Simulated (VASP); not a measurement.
# SnO2 in VASP: a series of runs

The runs below take SnO2 through single point, with r2SCAN.

Everything below comes from runs of VASP 6.6.1. Logs are shortened: lines on timing, memory, paths and dates and some standing lists are left out, and cuts for length are marked.

### 1 The cell of the first run

The structure is tetragonal, space group P4_2/mnm (No. 136). The conventional cell has a = 4.490 Å, b = 4.490 Å, c = 3.018 Å, α = 90.00°, β = 90.00°, γ = 90.00°. Within 2.6 Å of Sn (site symmetry mmm) lie 6 O at 1.92 to 1.96 Å. O (site symmetry m2m) has 3 Sn at 1.92 to 1.96 Å and 1 O at 2.50 Å within 2.6 Å.

### 2 Single point, r2SCAN (strain -5.7%)

The input, POSCAR:

```
SnO2
1.0
    4.4896227318      0.0000000000      0.0000000000
    0.0000000000      4.4896227318      0.0000000000
    0.0000000000      0.0000000000      3.0180735567
Sn O
2 4
Direct
    0.0000000000      0.0000000000      0.0000000000
    0.5000000000      0.5000000000      0.5000000000
    0.3028962228      0.3028962228      0.0000000000
    0.1971037772      0.8028962228      0.5000000000
    0.6971037772      0.6971037772      0.0000000000
    0.8028962228      0.1971037772      0.5000000000
```

The input, INCAR.step1:

```
PREC = Accurate
ENCUT = 520
ISMEAR = 0
SIGMA = 0.01
LREAL = F
LASPH = T
NELM = 80
NBANDS = 35
GGA = PE
ALGO = Normal
EDIFF = 1E-4
LWAVE = T
LCHARG = F
```

The input, INCAR.step2:

```
PREC = Accurate
ENCUT = 520
EDIFF = 1E-6
ISMEAR = 0
SIGMA = 0.01
LREAL = F
LASPH = T
NELM = 80
ALGO = Normal
ISIF = 2
LWAVE = F
LCHARG = T
METAGGA = R2SCAN
LMIXTAU = T
LELF = T
LVHAR = T
NBANDS = 35
ISTART = 1
```

The input, KPOINTS:

```
Automatic mesh
0
Gamma
  6 6 8
```

Potentials or basis: VASP PAW PBE potentials, release 64 (Sn_d, O).

On the command line:

```sh
$ cat potpaw_PBE.64/Sn_d/POTCAR potpaw_PBE.64/O/POTCAR > POTCAR
$ cp INCAR.step1 INCAR
$ mpirun -np 1 vasp_std > vasp.out
$ cp INCAR.step2 INCAR
$ mpirun -np 1 vasp_std > vasp.out
```

OUTCAR:

```text
PREC = Accurate
   ENCUT = 520
   EDIFF = 1E-6
   ISMEAR = 0
   LREAL = F
   LASPH = T
   NELM = 80
   ISIF = 2
   METAGGA = R2SCAN
   ISTART = 1

 ion  position               nearest neighbor table
   1  0.000  0.000  0.000-   3 1.92   5 1.92   4 1.96   6 1.96   4 1.96   6 1.96   2 3.52   2 3.52
                             2 3.52   2 3.52   2 3.52   2 3.52   2 3.52   2 3.52
   2  0.500  0.500  0.500-   4 1.92   6 1.92   5 1.96   3 1.96   3 1.96   5 1.96   1 3.52   1 3.52
                             1 3.52   1 3.52   1 3.52   1 3.52   1 3.52   1 3.52
   3  0.303  0.303  0.000-   1 1.92   2 1.96   2 1.96
   4  0.197  0.803  0.500-   2 1.92   1 1.96   1 1.96
   5  0.697  0.697  0.000-   1 1.92   2 1.96   2 1.96
   6  0.803  0.197  0.500-   2 1.92   1 1.96   1 1.96

  LATTYP: Found a simple tetragonal cell.
 ALAT       =     4.4896227318
 C/A-ratio  =     0.6722332225

  Lattice vectors:

 A1 = (   4.4896227318,   0.0000000000,   0.0000000000)
 A2 = (   0.0000000000,   4.4896227318,   0.0000000000)
 A3 = (   0.0000000000,   0.0000000000,   3.0180735567)

Analysis of symmetry for initial positions (statically):
=====================================================================
 Subroutine PRICEL returns:
 Original cell was already a primitive cell.

 Routine SETGRP: Setting up the symmetry group for a
 simple tetragonal supercell.

 Subroutine GETGRP returns: Found 16 space group operations
 (whereof  8 operations were pure point group operations)
 out of a pool of 16 trial point group operations.

The static configuration has the point symmetry D_2h.
 The point group associated with its full space group is D_4h.

Analysis of symmetry for dynamics (positions and initial velocities):
=====================================================================
 Subroutine PRICEL returns:
 Original cell was already a primitive cell.

 Routine SETGRP: Setting up the symmetry group for a
 simple tetragonal supercell.

 Subroutine GETGRP returns: Found 16 space group operations
 (whereof  8 operations were pure point group operations)
 out of a pool of 16 trial point group operations.

The dynamic configuration has the point symmetry D_2h.
 The point group associated with its full space group is D_4h.

 Subroutine INISYM returns: Found 16 space group operations
 (whereof  8 operations are pure point group operations),
 and found     1 'primitive' translations

----------------------------------------------------------------------------------------

                                     Primitive cell

[... 97 lines left out ...]
   NELM   =     80;   NELMIN=  2; NELMDL=  0     # of ELM steps
   EDIFF  = 0.1E-05   stopping-criterion for ELM
   LREAL  =      F    real-space projection
[... 7 lines left out ...]
   TEBEG  =    0.0;   TEEND  =   0.0 temperature during run
   PSTRESS=    0.0 pullay stress
   NELECT =      52.0000    total number of electrons
   NUPDOWN=      -1.0000    fix difference up-down
   EMIN   =  10.00;   EMAX   =-10.00  energy-range for DOS
   EFERMI =   0.00;   METHOD = LEGACY
   ISMEAR =     0;   SIGMA  =   0.01  broadening in eV -4-tet -1-fermi 0-gaus
   EFERMI_NEDOS =   21; number of points for ismear=-14 and -15
   IALGO  =     38    algorithm
   IMIX   =      4    mixing-type and parameters
     AMIX     =   0.40;   BMIX     =  1.00
     AMIX_MAG =   1.60;   BMIX_MAG =  1.00
  volume/ion in A,a.u.               =      10.14        68.42
  Fermi-wavevector in a.u.,A,eV,Ry     =   1.553672  2.936015 32.843074  2.413898
  Thomas-Fermi vector in A             =   2.657869
   LORBIT       =      0    0 simple, 1 ext, 2 COOP (PROOUT), +10 PAW based schemes
   METAGGA = R2SCAN    functional components
   LHFCALC =     F    Hartree Fock is set to
   AEXX    =    0.0000 exact exchange contribution
   IVDW    =     0    specifies the selected vdW correction
   LEPSILON=     F    determine dielectric tensor
   LRPA    =     F    only Hartree local field effects (RPA)
 non-spin polarized calculation
 Gauss-broadening in eV      SIGMA  =   0.01
  energy-cutoff  :      520.00
  volume of cell :       60.83
 maximum number of plane-waves:      1662
 NGX is ok and might be reduce to    36
   NGX = 17   NGY = 17   NGZ = 11

 number of electron      52.0000007 magnetization

 Free energy of the ion-electron system (eV)
  ---------------------------------------------------
  ext. energy  EPLUGINS =         0.00000000
  ---------------------------------------------------
  free energy    TOTEN  =       -82.74908397 eV

  energy without entropy =      -82.74908397  energy(sigma->0) =      -82.74908397

 E-fermi :   7.8348     XC(G=0): -13.0144

 val. band max:        7.7603343070   @ k =   0.0000   0.0000   0.0000
 cond. band min:      11.8357489766   @ k =   0.0000   0.0000   0.0000
 fundamental gap:      4.0754146696
 Fermi energy:         7.8348209577

 k-point     1 :       0.0000    0.0000    0.0000
  band No.  band energies     occupation
      1     -14.5074      2.00000
      2     -13.6795      2.00000
      3     -12.6286      2.00000
      4     -12.3340      2.00000
      5     -12.3340      2.00000
      6     -12.3098      2.00000
[... 901 lines left out ...]
     34      22.1376      0.00000
     35      22.6916      0.00000

 [... further k-points ...]

------------------------ aborting loop because EDIFF is reached ----------------------------------------

  FORCE on cell =-STRESS in cart. coord.  units (eV):
  Direction    XX          YY          ZZ          XY          YZ          ZX
  --------------------------------------------------------------------------------------
  -------------------------------------------------------------------------------------
  Total       20.8403398     20.8403398     25.1656172      0.0000000      0.0000000      0.0000000
  in kB      548.8654100    548.8654100    662.7788665      0.0000000      0.0000000      0.0000000
  external PRESSURE =     586.8365622 kB  Pullay stress =       0.0000000 kB

 VOLUME and BASIS-vectors are now :
 -----------------------------------------------------------------------------
  energy-cutoff  :      520.00
  volume of cell :       60.83
      direct lattice vectors                 reciprocal lattice vectors
     4.489622732  0.000000000  0.000000000     0.222735864  0.000000000  0.000000000
     0.000000000  4.489622732  0.000000000     0.000000000  0.222735864  0.000000000
     0.000000000  0.000000000  3.018073557     0.000000000  0.000000000  0.331337186

 POSITION                                       TOTAL-FORCE (eV/Angst)
 -----------------------------------------------------------------------------------
      0.00000      0.00000      0.00000        -0.000000      0.000000      0.000000
      2.24481      2.24481      1.50904        -0.000000      0.000000      0.000000
      1.35989      1.35989      0.00000        -0.021147     -0.021147     -0.000000
      0.88492      3.60470      1.50904         0.021147     -0.021147      0.000000
      3.12973      3.12973      0.00000         0.021147      0.021147      0.000000
      3.60470      0.88492      1.50904        -0.021147      0.021147      0.000000
 -----------------------------------------------------------------------------------
    total drift:                                0.000000      0.000000      0.000000

  FREE ENERGIE OF THE ION-ELECTRON SYSTEM (eV)
  ---------------------------------------------------
  free  energy   TOTEN  =       -82.7490839748 eV

  energy  without entropy=      -82.7490839748  energy(sigma->0) =      -82.74908397
```

Run time: 2 min. Hardware: 1 thread of Intel Xeon 6975P-C (Granite Rapids), shared host; peak memory 0.23 GiB.

What came out:

| Quantity | Value |
| --- | --- |
| Free energy | -82.7491 eV |
| Pressure | 58.7 GPa |
| Largest force | 0.030 eV/Å |
| Band gap on the k mesh | 4.08 eV |

Forces in eV/Å, atoms in the order of the input:
```
Sn   0.000  0.000  0.000
Sn   0.000  0.000  0.000
O   -0.021 -0.021  0.000
O    0.021 -0.021  0.000
O    0.021  0.021  0.000
O   -0.021  0.021  0.000
```

Levels at points of the mesh, in eV from the valence-band top:
```csv
k point,band 24,band 25,band 26,band 27,band 28,band 29
"(0.00, 0.00, 0.00)",-0.97,-0.97,0.00,4.08,8.09,8.09
"(0.50, 0.00, 0.00)",-1.08,-0.70,-0.70,7.19,7.19,9.00
"(0.50, 0.50, 0.00)",-1.19,-1.12,-1.12,7.80,7.80,9.72
"(0.00, 0.00, 0.50)",-2.18,-1.53,-1.53,9.25,9.25,11.88
"(0.50, 0.00, 0.50)",-1.46,-0.45,-0.45,9.59,9.59,10.45
"(0.50, 0.50, 0.50)",-1.11,-1.09,-1.09,7.43,7.43,10.59
```

Caveat: the cell differs from its parent crystal (strain -5.7%); the stress differs along the axes, from 55 to 66 GPa; the PAW data sets were made with another functional, which shifts forces and pressure a little; spin-orbit coupling is left out, which moves the levels of the heavy elements.

### 3 Single point, r2SCAN

This run uses another cell than the first one, of 12.09 Å³/atom.

The input, POSCAR:

```
SnO2
1.0
    4.7604948911      0.0000000000      0.0000000000
    0.0000000000      4.7604948911      0.0000000000
    0.0000000000      0.0000000000      3.2001628212
Sn O
2 4
Direct
    0.0000000000      0.0000000000      0.0000000000
    0.5000000000      0.5000000000      0.5000000000
    0.3058809155      0.3058809155      0.0000000000
    0.1941190845      0.8058809155      0.5000000000
    0.6941190845      0.6941190845      0.0000000000
    0.8058809155      0.1941190845      0.5000000000
```

The input, INCAR.step1:

```
SYSTEM = SnO2
PREC = Accurate
ENCUT = 520
ISMEAR = 0
SIGMA = 0.01
LREAL = .False.
LASPH = .True.
NELM = 80
NBANDS = 35
GGA = PE
ALGO = Normal
EDIFF = 1E-4
LWAVE = .True.
LCHARG = .False.
```

The input, INCAR.step2:

```
SYSTEM = SnO2
PREC = Accurate
ENCUT = 520
EDIFF = 1E-6
ISMEAR = 0
SIGMA = 0.01
LREAL = .False.
LASPH = .True.
NELM = 80
ALGO = Normal
ISIF = 2
LWAVE = .False.
LCHARG = .False.
METAGGA = R2SCAN
LMIXTAU = .True.
NBANDS = 35
ISTART = 1
```

The input, KPOINTS:

```
Automatic mesh
0
Gamma
  6 6 8
  0 0 0
```

Potentials or basis: VASP PAW PBE potentials, release 64 (Sn_d, O).

On the command line:

```sh
$ cat potpaw_PBE.64/Sn_d/POTCAR potpaw_PBE.64/O/POTCAR > POTCAR
$ cp INCAR.step1 INCAR
$ mpirun -np 1 vasp_std > vasp.out
$ cp INCAR.step2 INCAR
$ mpirun -np 1 vasp_std > vasp.out
```

OUTCAR:

```text
SYSTEM = SnO2
   PREC = Accurate
   ENCUT = 520
   EDIFF = 1E-6
   ISMEAR = 0
   LREAL = .False.
   LASPH = .True.
   NELM = 80
   ISIF = 2
   METAGGA = R2SCAN
   ISTART = 1

 ion  position               nearest neighbor table
   1  0.000  0.000  0.000-   3 2.06   5 2.06   4 2.07   6 2.07   4 2.07   6 2.07   2 3.73   2 3.73
                             2 3.73   2 3.73   2 3.73   2 3.73   2 3.73   2 3.73
   2  0.500  0.500  0.500-   4 2.06   6 2.06   5 2.07   3 2.07   3 2.07   5 2.07   1 3.73   1 3.73
                             1 3.73   1 3.73   1 3.73   1 3.73   1 3.73   1 3.73
   3  0.306  0.306  0.000-   1 2.06   2 2.07   2 2.07
   4  0.194  0.806  0.500-   2 2.06   1 2.07   1 2.07
   5  0.694  0.694  0.000-   1 2.06   2 2.07   2 2.07
   6  0.806  0.194  0.500-   2 2.06   1 2.07   1 2.07

  LATTYP: Found a simple tetragonal cell.
 ALAT       =     4.7604948911
 C/A-ratio  =     0.6722332225

  Lattice vectors:

 A1 = (   4.7604948911,   0.0000000000,   0.0000000000)
 A2 = (   0.0000000000,   4.7604948911,   0.0000000000)
 A3 = (   0.0000000000,   0.0000000000,   3.2001628212)

Analysis of symmetry for initial positions (statically):
[... 187 lines left out ...]
 cond. band min:       7.3509266455   @ k =   0.0000   0.0000   0.0000
 fundamental gap:      1.7939550775
 Fermi energy:         5.6129933542

 k-point     1 :       0.0000    0.0000    0.0000
  band No.  band energies     occupation
      1     -16.1806      2.00000
      2     -15.2675      2.00000
      3     -14.9672      2.00000
      4     -14.9672      2.00000
      5     -14.9448      2.00000
      6     -14.9059      2.00000
[... 901 lines left out ...]
     34      18.8052      0.00000
     35      19.0986      0.00000

 [... further k-points ...]

------------------------ aborting loop because EDIFF is reached ----------------------------------------

  FORCE on cell =-STRESS in cart. coord.  units (eV):
  Direction    XX          YY          ZZ          XY          YZ          ZX
  --------------------------------------------------------------------------------------
  -------------------------------------------------------------------------------------
  Total        0.4069237      0.4069237      0.6652305      0.0000000      0.0000000      0.0000000
  in kB        8.9897426      8.9897426     14.6962475      0.0000000      0.0000000      0.0000000
  external PRESSURE =      10.8919109 kB  Pullay stress =       0.0000000 kB

 VOLUME and BASIS-vectors are now :
 -----------------------------------------------------------------------------
  energy-cutoff  :      520.00
  volume of cell :       72.52
      direct lattice vectors                 reciprocal lattice vectors
     4.760494891  0.000000000  0.000000000     0.210062194  0.000000000  0.000000000
     0.000000000  4.760494891  0.000000000     0.000000000  0.210062194  0.000000000
     0.000000000  0.000000000  3.200162821     0.000000000  0.000000000  0.312484100

 POSITION                                       TOTAL-FORCE (eV/Angst)
 -----------------------------------------------------------------------------------
      0.00000      0.00000      0.00000         0.000000     -0.000000      0.000000
      2.38025      2.38025      1.60008         0.000000     -0.000000      0.000000
      1.45614      1.45614      0.00000        -0.017046     -0.017046     -0.000000
      0.92410      3.83639      1.60008         0.017046     -0.017046      0.000000
      3.30435      3.30435      0.00000         0.017046      0.017046      0.000000
      3.83639      0.92410      1.60008        -0.017046      0.017046      0.000000
 -----------------------------------------------------------------------------------
    total drift:                                0.000000      0.000000      0.000000

  FREE ENERGIE OF THE ION-ELECTRON SYSTEM (eV)
  ---------------------------------------------------
  free  energy   TOTEN  =       -84.6295585325 eV

  energy  without entropy=      -84.6295585325  energy(sigma->0) =      -84.62955853
```

It took 2.3 min on 1 thread of Intel Xeon 6975P-C (Granite Rapids), shared host; peak memory 0.24 GiB.

Results:

```
Free energy            : -84.6296 eV
Pressure               : 1.1 GPa
Largest force          : 0.024 eV/Å
Band gap on the k mesh : 1.79 eV
```

Forces in eV/Å, atoms in the order of the input:
```
Sn   0.000  0.000  0.000
Sn   0.000  0.000  0.000
O   -0.017 -0.017  0.000
O    0.017 -0.017  0.000
O    0.017  0.017  0.000
O   -0.017  0.017  0.000
```

Stress tensor (GPa, compression positive):
```
0.90 0.00 0.00
0.00 0.90 0.00
0.00 0.00 1.47
```

Caveat: the PAW data sets were made with another functional, which shifts forces and pressure a little; spin-orbit coupling is left out, which moves the levels of the heavy elements.

### 4 Single point, r2SCAN (uniaxial y strain +1.6%)

The input, POSCAR:

```
SnO2
1.0
    4.7604948911      0.0000000000      0.0000000000
    0.0000000000      4.8380909578      0.0000000000
    0.0000000000      0.0000000000      3.2001628212
Sn O
2 4
Direct
    0.0000000000      0.0000000000      0.0000000000
    0.5000000000      0.5000000000      0.5000000000
    0.3044100990      0.3079290239      0.0000000000
    0.1955899010      0.8079290239      0.5000000000
    0.6955899010      0.6920709761      0.0000000000
    0.8044100990      0.1920709761      0.5000000000
```

The input, INCAR.step1:

```
PREC = Accurate
ENCUT = 520
ISMEAR = 0
SIGMA = 0.01
LREAL = F
LASPH = T
NELM = 100
NBANDS = 35
GGA = PE
ALGO = Normal
EDIFF = 1E-4
LWAVE = T
LCHARG = F
```

The input, INCAR.step2:

```
PREC = Accurate
ENCUT = 520
EDIFF = 1E-7
ISMEAR = 0
SIGMA = 0.01
LREAL = F
LASPH = T
NELM = 100
ALGO = Normal
ISIF = 2
LWAVE = F
LCHARG = F
METAGGA = R2SCAN
LMIXTAU = T
NBANDS = 35
ISTART = 1
```

The input, KPOINTS:

```
regular mesh
0
Gamma
  6 6 8
```

On the command line:

```sh
$ cat potpaw_PBE.64/Sn_d/POTCAR potpaw_PBE.64/O/POTCAR > POTCAR
$ cp INCAR.step1 INCAR
$ mpirun -np 1 vasp_std > vasp.out
$ cp INCAR.step2 INCAR
$ mpirun -np 1 vasp_std > vasp.out
```

Run time: 3.6 min. Hardware: 1 thread of Intel Xeon 6975P-C (Granite Rapids), shared host; peak memory 0.29 GiB.

It converged, with:

```yaml
Free_energy: -84.6231 eV
Pressure: -2.0 GPa
Largest_force: 0.035 eV/Å
Band_gap_on_the_k_mesh: 1.64 eV
```

Forces in eV/Å, atoms in the order of the input:
```
Sn   0.000  0.000  0.000
Sn   0.000  0.000  0.000
O   -0.025 -0.023  0.000
O    0.025 -0.023  0.000
O    0.025  0.023  0.000
O   -0.025  0.023  0.000
```

Stress tensor (GPa, compression positive):
```
-1.83  0.00  0.00
 0.00 -3.17  0.00
 0.00  0.00 -0.92
```

Levels at points of the mesh, in eV from the valence-band top:
```
           k point  band 24  band 25  band 26  band 27  band 28  band 29
(0.00, 0.00, 0.00)    -0.81    -0.73     0.00     1.64     6.73     6.97
(0.50, 0.00, 0.00)    -1.16    -0.64    -0.64     4.83     4.83     7.74
(0.00, 0.50, 0.00)    -1.15    -0.60    -0.60     4.84     4.84     7.80
(0.50, 0.50, 0.00)    -1.28    -0.92    -0.92     5.28     5.28     8.13
(0.00, 0.00, 0.50)    -1.62    -1.24    -1.24     6.69     6.69    10.39
(0.50, 0.00, 0.50)    -1.05    -0.71    -0.71     6.96     6.96     8.68
(0.00, 0.50, 0.50)    -1.13    -0.72    -0.72     6.94     6.94     8.65
(0.50, 0.50, 0.50)    -0.95    -0.84    -0.84     5.36     5.36     9.54
```

Caveat: the cell differs from its parent crystal (uniaxial y strain +1.6%); the PAW data sets were made with another functional, which shifts forces and pressure a little; spin-orbit coupling is left out, which moves the levels of the heavy elements.

### 5 The runs side by side

```csv
cell,gap on the mesh (eV),pressure (GPa),largest force (eV/Å)
"a = 4.490, b = 4.490, c = 3.018 Å, 6 atoms, atomic positions A",4.08,58.7,0.03
"a = 4.760, b = 4.760, c = 3.200 Å, 6 atoms, atomic positions B",1.79,1.1,0.02
"a = 4.760, b = 4.838, c = 3.200 Å, 6 atoms, atomic positions C",1.64,-2.0,0.03
```

Alike in all rows: task single point; level r2SCAN; potentials or basis VASP PAW PBE potentials, release 64 (Sn_d, O); no spin polarisation; k mesh 6 × 6 × 8; cutoff (eV) 520; smearing gaussian 0.01 eV.

Caveats: the PAW data sets were made with another functional, which shifts forces and pressure a little; spin-orbit coupling is left out, which moves the levels of the heavy elements; the stress differs along the axes, from 55 to 66 GPa (at least some runs).

Absolute energies hang on the potentials; compare differences alone.
